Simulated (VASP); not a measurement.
# AlAs (F-43m) in VASP: single point with HSE06

Aim: the single point of AlAs with HSE06.

Program: VASP 6.6.1. These are calculated values, not measurements. Logs are shortened: lines on timing, memory, paths and dates and some standing lists are left out, and cuts for length are marked.

**1. The cell of the first run**

It takes space group F-43m (No. 216, cubic). Conventional cell: a = 5.728 Å, b = 5.728 Å, c = 5.728 Å, α = 90.00°, β = 90.00°, γ = 90.00°. Al (site symmetry -43m) has 4 As at 2.48 Å within 3.3 Å. Within 3.3 Å of As (site symmetry -43m) lie 4 Al at 2.48 Å.

**2. Single point, HSE06**

Contents of POSCAR:

```
AlAs
1.0
    0.0000000000      2.8639562380      2.8639562380
    2.8639562380      0.0000000000      2.8639562380
    2.8639562380      2.8639562380      0.0000000000
Al As
1 1
Direct
    0.0000000000      0.0000000000      0.0000000000
    0.2500000000      0.2500000000      0.2500000000
```

Contents of INCAR.step1:

```
SYSTEM = AlAs
ALGO = Normal
EDIFF = 1E-5
ENCUT = 400
GGA = PE
GGA_COMPAT = .FALSE.
ISIF = 2
ISMEAR = 0
LASPH = .TRUE.
LREAL = .FALSE.
LWAVE = .TRUE.
NBANDS = 11
NELM = 120
PREC = Accurate
SIGMA = 0.01
```

Contents of INCAR.step2:

```
SYSTEM = AlAs
ALGO = Normal
EDIFF = 1E-6
ENCUT = 400
GGA = PE
GGA_COMPAT = .FALSE.
HFSCREEN = 0.2079
ISIF = 2
ISMEAR = 0
ISTART = 1
LASPH = .TRUE.
LCHARG = .TRUE.
LELF = .TRUE.
LHFCALC = .TRUE.
LREAL = .FALSE.
LVHAR = .TRUE.
LWAVE = .FALSE.
NBANDS = 11
NELM = 120
PREC = Accurate
PRECFOCK = Normal
SIGMA = 0.01
```

Contents of KPOINTS:

```
k-points
0
G
  6 6 6
  0 0 0
```

Potentials or basis: VASP PAW PBE potentials, release 64 (Al, As).

Run with:

```bash
> cat potpaw_PBE.64/Al/POTCAR potpaw_PBE.64/As/POTCAR > POTCAR
> cp INCAR.step1 INCAR
> mpirun -np 1 vasp_std > vasp.out
> cp INCAR.step2 INCAR
> mpirun -np 1 vasp_std > vasp.out
```

OUTCAR:

```text
SYSTEM = AlAs
   EDIFF = 1E-6
   ENCUT = 400
   GGA = PE
   HFSCREEN = 0.2079
   ISIF = 2
   ISMEAR = 0
   ISTART = 1
   LASPH = .TRUE.
   LHFCALC = .TRUE.
   LREAL = .FALSE.
   NELM = 120
   PREC = Accurate
   PRECFOCK = Normal

 ion  position               nearest neighbor table
   1  0.000  0.000  0.000-   2 2.48   2 2.48   2 2.48   2 2.48
   2  0.250  0.250  0.250-   1 2.48   1 2.48   1 2.48   1 2.48

  LATTYP: Found a face centered cubic cell.
 ALAT       =     5.7279124760

  Lattice vectors:

 A1 = (   0.0000000000,   2.8639562380,   2.8639562380)
 A2 = (   2.8639562380,   0.0000000000,   2.8639562380)
 A3 = (   2.8639562380,   2.8639562380,   0.0000000000)

Analysis of symmetry for initial positions (statically):
=====================================================================
 Subroutine PRICEL returns:
 Original cell was already a primitive cell.

 Routine SETGRP: Setting up the symmetry group for a
 face centered cubic supercell.

 Subroutine GETGRP returns: Found 24 space group operations
 (whereof 24 operations were pure point group operations)
 out of a pool of 48 trial point group operations.

The static configuration has the point symmetry T_d .

Analysis of symmetry for dynamics (positions and initial velocities):
=====================================================================
 Subroutine PRICEL returns:
 Original cell was already a primitive cell.

 Routine SETGRP: Setting up the symmetry group for a
 face centered cubic supercell.

 Subroutine GETGRP returns: Found 24 space group operations
 (whereof 24 operations were pure point group operations)
 out of a pool of 48 trial point group operations.

The dynamic configuration has the point symmetry T_d .

 Subroutine INISYM returns: Found 24 space group operations
 (whereof 24 operations are pure point group operations),
 and found     1 'primitive' translations

----------------------------------------------------------------------------------------

                                     Primitive cell

  volume of cell :      46.9817

  direct lattice vectors                    reciprocal lattice vectors
     0.000000000  2.863956238  2.863956238    -0.174583673  0.174583673  0.174583673
     2.863956238  0.000000000  2.863956238     0.174583673 -0.174583673  0.174583673
     2.863956238  2.863956238  0.000000000     0.174583673  0.174583673 -0.174583673

  length of vectors
     4.050245754  4.050245754  4.050245754     0.302387792  0.302387792  0.302387792

  position of ions in fractional coordinates (direct lattice)
     0.000000000  0.000000000  0.000000000
     0.250000000  0.250000000  0.250000000

  ion indices of the primitive-cell ions
   primitive index   ion index
                 1           1
                 2           2

----------------------------------------------------------------------------------------

 KPOINTS: k-points

Automatic generation of k-mesh.
 Grid dimensions read from file:
 generate k-points for:    6    6    6

 Generating k-lattice:

  Cartesian coordinates                     Fractional coordinates (reciprocal lattice)
    -0.029097279  0.029097279  0.029097279     0.166666667  0.000000000  0.000000000
     0.029097279 -0.029097279  0.029097279     0.000000000  0.166666667  0.000000000
     0.029097279  0.029097279 -0.029097279     0.000000000  0.000000000  0.166666667

  Length of vectors
     0.050397965  0.050397965  0.050397965

  Shift w.r.t. Gamma in fractional coordinates (k-lattice)
     0.000000000  0.000000000  0.000000000

 Subroutine IBZKPT returns following result:
 ===========================================

 Found     16 irreducible k-points:

 Following reciprocal coordinates:
            Coordinates               Weight
  0.000000  0.000000  0.000000      1.000000
  0.166667  0.000000  0.000000      8.000000
  0.333333  0.000000  0.000000      8.000000
  0.500000  0.000000  0.000000      4.000000
  0.166667  0.166667  0.000000      6.000000
  0.333333  0.166667  0.000000     24.000000
[... 8 lines left out ...]
 -0.333333  0.333333  0.166667     24.000000
 -0.333333  0.500000  0.166667     12.000000
   k-points           NKPTS =     16   k-points in BZ     NKDIM =    216   number of bands    NBANDS=     11
   number of dos      NEDOS =    301   number of ions     NIONS =      2
   total plane-waves  NPLWV =  21952
   dimension x,y,z NGX =    28 NGY =   28 NGZ =   28
   dimension x,y,z NGXF=    56 NGYF=   56 NGZF=   56
   ions per type =               1   1
   NGX,Y,Z   is equivalent  to a cutoff of  11.49, 11.49, 11.49 a.u.
   NGXF,Y,Z  is equivalent  to a cutoff of  22.99, 22.99, 22.99 a.u.
 SYSTEM =  AlAs
   PREC   = accura    normal or accurate (medium, high low for compatibility)
   ISTART =      1    job   : 0-new  1-cont  2-samecut
   ICHARG =      0    charge: 1-file 2-atom 10-const
   ISPIN  =      1    spin polarized calculation?
   LNONCOLLINEAR =      F non collinear calculations
   LSORBIT =      F    spin-orbit coupling
   LASPH  =      T    aspherical Exc in radial PAW
   ENCUT  =  400.0 eV  29.40 Ry    5.42 a.u.   6.60  6.60  6.60*2*pi/ulx,y,z
   NELM   =    120;   NELMIN=  2; NELMDL=  0     # of ELM steps
   EDIFF  = 0.1E-05   stopping-criterion for ELM
   LREAL  =      F    real-space projection
   EDIFFG = 0.1E-04   stopping-criterion for IOM
   NSW    =      0    number of steps for IOM
   IBRION =     -1    ionic relax: 0-MD 1-quasi-New 2-CG
   NFREE  =      0    steps in history (QN), initial steepest desc. (CG)
   ISIF   =      2    stress and relaxation
   ISYM   =      3    0-nonsym 1-usesym 2-fastsym
   POTIM  = 0.5000    time-step for ionic-motion
   TEBEG  =    0.0;   TEEND  =   0.0 temperature during run
   PSTRESS=    0.0 pullay stress
   NELECT =       8.0000    total number of electrons
   NUPDOWN=      -1.0000    fix difference up-down
   EMIN   =  10.00;   EMAX   =-10.00  energy-range for DOS
   EFERMI =   0.00;   METHOD = LEGACY
   ISMEAR =     0;   SIGMA  =   0.01  broadening in eV -4-tet -1-fermi 0-gaus
   EFERMI_NEDOS =   21; number of points for ismear=-14 and -15
   IALGO  =     38    algorithm
   IMIX   =      1    mixing-type and parameters
     AMIX     =   0.40;   BMIX     =  1.00
     AMIX_MAG =   1.60;   BMIX_MAG =  1.00
  volume/ion in A,a.u.               =      23.49       158.52
  Fermi-wavevector in a.u.,A,eV,Ry     =   0.907392  1.714723 11.202505  0.823361
  Thomas-Fermi vector in A             =   2.031194
   LORBIT       =      0    0 simple, 1 ext, 2 COOP (PROOUT), +10 PAW based schemes
   GGA     = PE    functional components
   LHFCALC =     T    Hartree Fock is set to
   PRECFOCK=normal    Normal, Fast or Accurate (Low or Medium for compatibility)
   ENCUT4O =  -1.0   cutoff for four orbital integrals eV
   NKREDX  =     1    reduce k-point grid by
   NKREDY  =     1    reduce k-point grid by
   NKREDZ  =     1    reduce k-point grid by
   AEXX    =    0.2500 exact exchange contribution
   HFSCREEN=    0.2079 screening length (either q_TF or 0.3 A-1)
   HFSCREENC=   0.2079 screening length for correlation (either q_TF or 0.3 A-1)
   ENCUTFOCK=  -1.0 apply spherical cutoff to Coloumb kernel
   IVDW    =     0    specifies the selected vdW correction
   LEPSILON=     F    determine dielectric tensor
   LRPA    =     F    only Hartree local field effects (RPA)
 non-spin polarized calculation
 Gauss-broadening in eV      SIGMA  =   0.01
  energy-cutoff  :      400.00
  volume of cell :       46.98
 maximum number of plane-waves:       869
 NGX is ok and might be reduce to    28
  NGX = 20; NGY = 20; NGZ = 20

 number of electron       8.0000000 magnetization

 Free energy of the ion-electron system (eV)
  ---------------------------------------------------
  ext. energy  EPLUGINS =         0.00000000
  ---------------------------------------------------
  free energy    TOTEN  =       -10.95715104 eV

  energy without entropy =      -10.95715104  energy(sigma->0) =      -10.95715104

 E-fermi :   3.2409     XC(G=0):  -7.4446

 val. band max:        3.1392157599   @ k =   0.0000   0.0000   0.0000
 cond. band min:       5.2832927616   @ k =   0.5000   0.5000   0.0000
 fundamental gap:      2.1440770017
 Fermi energy:         3.2409022326

 k-point     1 :       0.0000    0.0000    0.0000
  band No.  band energies     occupation
      1      -9.7329      2.00000
      2       3.1392      2.00000
      3       3.1392      2.00000
      4       3.1392      2.00000
      5       5.7630      0.00000
      6       8.2177      0.00000
      7       8.2177      0.00000
      8       8.2177      0.00000
      9      12.8150      0.00000
     10      13.1452      0.00000
     11      13.1452      0.00000

 k-point     2 :       0.1667    0.0000    0.0000
  band No.  band energies     occupation
      1      -9.4459      2.00000
      2       0.9539      2.00000
      3       2.8667      2.00000
      4       2.8667      2.00000
      5       6.6029      0.00000
      6       8.6731      0.00000
      7       8.6731      0.00000
      8       9.0698      0.00000
      9      12.3258      0.00000
     10      12.3258      0.00000
     11      13.7519      0.00000

 k-point     3 :       0.3333    0.0000    0.0000
  band No.  band energies     occupation
      1      -8.7209      2.00000
      2      -1.6460      2.00000
      3       2.4397      2.00000
      4       2.4397      2.00000
      5       6.1485      0.00000
      6       8.8339      0.00000
      7       8.8339      0.00000
      8      11.4798      0.00000
      9      13.1576      0.00000
     10      13.1576      0.00000
     11      13.3608      0.00000
[... 155 lines left out ...]
 k-point    15 :      -0.3333    0.3333    0.1667
  band No.  band energies     occupation
      1      -7.7753      2.00000
      2      -2.3680      2.00000
      3      -0.1700      2.00000
      4       1.0400      2.00000
      5       7.8204      0.00000
      6       8.5051      0.00000
      7      10.6927      0.00000
      8      11.4441      0.00000
      9      12.4334      0.00000
     10      15.6539      0.00000
     11      16.9120      0.00000

 k-point    16 :      -0.3333    0.5000    0.1667
  band No.  band energies     occupation
      1      -7.6031      2.00000
      2      -2.4593      2.00000
      3       0.0762      2.00000
      4       0.3529      2.00000
      5       7.0453      0.00000
      6       7.9935      0.00000
      7      11.1672      0.00000
      8      11.8443      0.00000
      9      14.7598      0.00000
     10      16.4412      0.00000
     11      16.7592      0.00000

------------------------ aborting loop because EDIFF is reached ----------------------------------------

  FORCE on cell =-STRESS in cart. coord.  units (eV):
  Direction    XX          YY          ZZ          XY          YZ          ZX
  --------------------------------------------------------------------------------------
  -------------------------------------------------------------------------------------
  Total       -0.5743632     -0.5743632     -0.5743632     -0.0000000      0.0000000      0.0000000
  in kB      -19.5870073    -19.5870073    -19.5870073     -0.0000000      0.0000000      0.0000000
  external PRESSURE =     -19.5870073 kB  Pullay stress =       0.0000000 kB

 VOLUME and BASIS-vectors are now :
 -----------------------------------------------------------------------------
  energy-cutoff  :      400.00
  volume of cell :       46.98
      direct lattice vectors                 reciprocal lattice vectors
     0.000000000  2.863956238  2.863956238    -0.174583673  0.174583673  0.174583673
     2.863956238  0.000000000  2.863956238     0.174583673 -0.174583673  0.174583673
     2.863956238  2.863956238  0.000000000     0.174583673  0.174583673 -0.174583673

 POSITION                                       TOTAL-FORCE (eV/Angst)
 -----------------------------------------------------------------------------------
      0.00000      0.00000      0.00000         0.000000      0.000000      0.000000
      1.43198      1.43198      1.43198        -0.000000     -0.000000     -0.000000
 -----------------------------------------------------------------------------------
    total drift:                                0.000000      0.000000      0.000000

  FREE ENERGIE OF THE ION-ELECTRON SYSTEM (eV)
  ---------------------------------------------------
  free  energy   TOTEN  =       -10.9571510379 eV

  energy  without entropy=      -10.9571510379  energy(sigma->0) =      -10.95715104
```

Run time: 8.4 min. Hardware: 1 thread of AMD EPYC 7R43 (Zen 3), shared host; peak memory 0.23 GiB.

What came out:

* Free energy: -10.9572 eV
* Pressure: -2.0 GPa
* Band gap on the k mesh: 2.14 eV (least direct gap 2.62 eV)

Caveat: the PAW data sets were made with another functional, which shifts forces and pressure a little. A k mesh can miss the band edges.
